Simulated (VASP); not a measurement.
## Al4Cu: relaxation of cell and atoms with PBE

Al4Cu:

```
Al Cu
1.0
     2.79704    0.00000    0.00000
    -1.39852    2.42231    0.00000
     0.00000    0.00000   22.21518
Al Cu
8 2
Cartesian
  0.0000 1.6149 18.8829
  0.0000 1.6149 1.1108
  0.0000 1.6149 9.9968
  0.0000 1.6149 14.4399
  1.3985 0.8074 21.1044
  1.3985 0.8074 3.3323
  1.3985 0.8074 7.7753
  1.3985 0.8074 12.2184
  0.0000 1.6149 5.5538
  1.3985 0.8074 16.6614
```

```
Program                : VASP 6.6.1
Task                   : relaxation of cell and atoms
Functional             : PBE
Potentials or basis    : VASP PAW PBE potentials, release 64 (Al, Cu)
Cutoff                 : 600 eV
k mesh                 : 6 × 6 × 1
Occupations            : gaussian, width 0.1 eV
Spin                   : no spin polarisation
Dipole correction      : no
Further INCAR settings : ALGO = Normal; EDIFF = 1e-06; IBRION = 2; EDIFFG = -0.04; NSW = 90; ISIF = 3
```

The relaxed volume is 15.67 Å³/atom. The relaxed cell is a = 2.869 Å, b = 2.869 Å, c = 21.988 Å, α = 90.00°, β = 90.00°, γ = 120.00°. The space group after relaxing (to 0.05 Å) is P6_3/mmc (No. 194) and the energy gained by relaxing is 52.2 meV/atom. The ionic steps are 8. The pressure after relaxing is -0.1 GPa and the largest force after relaxing is 0.020 eV/Å. The band gap on the k mesh is zero (band 23 reaches 10.10 eV, above the bottom of band 24 at 6.86 eV).

Forces in eV/Å, atoms in the order of the input:
```
Al   0.000  0.000  0.016
Al   0.000  0.000  0.020
Al   0.000  0.000 -0.020
Al   0.000  0.000 -0.016
Al   0.000  0.000 -0.020
Al   0.000  0.000 -0.016
Al   0.000  0.000  0.016
Al   0.000  0.000  0.020
Cu   0.000  0.000  0.000
Cu   0.000  0.000  0.000
```

Stress tensor (GPa, compression positive):
```
-0.18  0.00  0.00
 0.00 -0.18  0.00
 0.00  0.00 -0.09
```

The path:
```csv
step,energy change (eV),largest force (eV/Å),pressure (GPa),volume (Å³)
1,0.0000,1.1219,3.33,150.51
2,-0.2691,0.7136,-0.89,157.42
3,-0.3050,0.5619,-2.38,160.69
4,-0.4468,0.3247,-0.81,157.41
5,-0.4859,0.3506,0.96,154.59
6,-0.5187,0.1133,0.33,155.87
7,-0.5207,0.0697,0.17,156.30
8,-0.5221,0.0199,-0.15,156.70
```

Final structure:
```
Al Cu
1.0
     2.86866    0.00000    0.00000
    -1.43433    2.48434    0.00000
     0.00000    0.00000   21.98759
Al Cu
8 2
Direct
  0.33333 0.66667 0.84102
  0.33333 0.66667 0.05226
  0.33333 0.66667 0.44773
  0.33333 0.66667 0.65898
  0.66667 0.33333 0.94774
  0.66667 0.33333 0.15898
  0.66667 0.33333 0.34102
  0.66667 0.33333 0.55227
  0.33333 0.66667 0.25000
  0.66667 0.33333 0.75000
```

Levels at points of the mesh, in eV from the Fermi level:
```tsv
k point	band 20	band 21	band 22	band 23	band 24	band 25
(0.00, 0.00, 0.00)	-3.34	-2.36	-0.50	0.63	3.25	4.28
(0.50, 0.00, 0.00)	-2.58	-2.35	-1.97	-1.61	-1.24	-0.20
```

Wall time 4.4 min on 1 thread of Intel(R) Xeon(R) Platinum 8259CL CPU @ 2.50GHz (Skylake/Cascade Lake) (shared host), peak memory 0.33 GiB.

Caveat: the k points lie up to 0.42 Å⁻¹ apart in the final cell.
